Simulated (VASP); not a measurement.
Runs of VASP 6.6.1 on BN. The structure is that of space group F-43m (No. 216), or close to it. The cells are those of the table. 

```tsv
cell	gap on the mesh (eV)	pressure (GPa)	largest force (eV/Å)
a = 2.564, b = 2.609 Å, angles 59.4, 58.8, 59.4°, 2 atoms	4.19	(b)	0.04
a = 2.564, b = 2.570 Å, angles 59.9, 59.8, 59.9°, 2 atoms	4.32	-13.3	0.01
a = 2.564, b = 2.596 Å, angles 59.6, 59.2, 59.6°, 2 atoms	4.25	-13.1	0.03
a = 2.564, b = 2.538 Å, angles 60.3, 60.7, 60.3°, 2 atoms	(a)	-13.2	0.02
a = 2.564, b = 2.513 Å, angles 60.7, 61.3, 60.7°, 2 atoms	4.16	-12.7	0.04
```

Alike in all rows: task single point; level LDA; potentials or basis VASP PAW LDA potentials, release 64 (B, N); no spin polarisation; k mesh 12 × 12 × 12; cutoff (eV) 520; smearing gaussian 0.05 eV.

**Question.** Estimate the missing entries.

**Answer.** (a) 4.27; (b) -12.8.

Caveats: the cell stands under tension.

A k mesh can miss the band edges.
